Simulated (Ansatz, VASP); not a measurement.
## LaH3 in VASP and in Ansatz

```xyz
4
Lattice="0.0000 2.7865 2.7865 2.7865 0.0000 2.7865 2.7865 2.7865 0.0000" Properties=species:S:1:pos:R:3 pbc="T T T"
La    0.0000    0.0000    0.0000
H     2.7865    2.7865    2.7865
H     4.1797    4.1797    4.1797
H     1.3932    1.3932    1.3932
```

Alike in both runs: task single point; functional PBEsol; k mesh 8 × 8 × 8; occupations fermi-dirac, width 0.1 eV; no spin polarisation.

|  | VASP | Ansatz |
| --- | --- | --- |
| version | VASP 6.6.1 | Ansatz 0.2.0 |
| potentials or method | VASP PAW PBE potentials, release 64 (La, H), cutoff 500 eV | plane waves, PAW |
| valence electrons in the cell | 14 | 14 |

```tsv
	VASP	Ansatz	Ansatz less VASP
pressure (GPa)	-3.3	-3.1	+0.22
```

VASP's potentials were made for PBE, not for PBEsol.

Neither program's run includes spin-orbit coupling.
